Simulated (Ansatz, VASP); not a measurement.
## One calculation of C, two programs

The input INCAR:

```
ALGO     = Normal         # electronic algorithm
EDIFF    = 1E-7           # SCF threshold, eV
EDIFFG   = -0.01          # ionic threshold
ENCUT    = 520            # plane-wave cutoff, eV
GGA      = PE             # functional
IBRION   = 2              # ionic algorithm
ISIF     = 2              # what is computed and relaxed
ISMEAR   = 0              # smearing method
IVDW     = 12             # dispersion correction
LASPH    = True           # aspherical terms in the spheres
LCHARG   = False          # write CHGCAR
LREAL    = False          # projectors in reciprocal space
LWAVE    = False          # write WAVECAR
NELM     = 60             # most SCF steps
NSW      = 60             # ionic steps
PREC     = Accurate       # precision mode
SIGMA    = 0.02           # smearing width, eV
```

The input KPOINTS:

```
k-points
0
Gamma
  12 12 12
```

POSCAR

```
C
1.0
    1.2280287114      0.7090027071      3.3470114498
   -1.2280287114      0.7090027071      3.3470114498
    0.0000000000     -1.4180054142      3.3470114498
C
2
Direct
    0.8360000000      0.8360000000      0.8360000000
    0.1640000000      0.1640000000      0.1640000000
```

Input for Ansatz:

```yaml
crystal:
  lattice:
    - [1.2280287114, 0.7090027071, 3.3470114498]
    - [-1.2280287114, 0.7090027071, 3.3470114498]
    - [0.0, -1.4180054142, 3.3470114498]
  atoms:
    - { symbol: C, position: [0.836, 0.836, 0.836] }
    - { symbol: C, position: [0.164, 0.164, 0.164] }
basis:
  ecutwfc: 420
kpoints:
  mp_grid: { grid: [12, 12, 12] }
hamiltonian:
  xc: pbe
  dispersion: d3bj
scf:
  occupations: { method: gaussian, width: 0.02 }
output:
  forces: true
  stress: true
  eigenvalues: true
relax:
  adjacent_minimum: "off"
  f_tol: 0.01
  max_steps: 40
```

Alike in both runs: task relaxation of the atoms; functional PBE; dispersion D3(BJ); k mesh 12 × 12 × 12; occupations gaussian, width 0.02 eV; no spin polarisation.

```csv
,VASP,Ansatz
version,VASP 6.6.1,Ansatz 0.2.0
potentials or method,"VASP PAW PBE potentials, release 64 (C), cutoff 520 eV","scalar-relativistic, plane waves, PAW"
valence electrons in the cell,8,8
```

```csv
,VASP,Ansatz,Ansatz less VASP
"gap on the k mesh at the Fermi level, each at its own relaxed structure (eV)",0.66,0.66,-0.001
```

Ansatz's warnings: stress scf threshold loose.
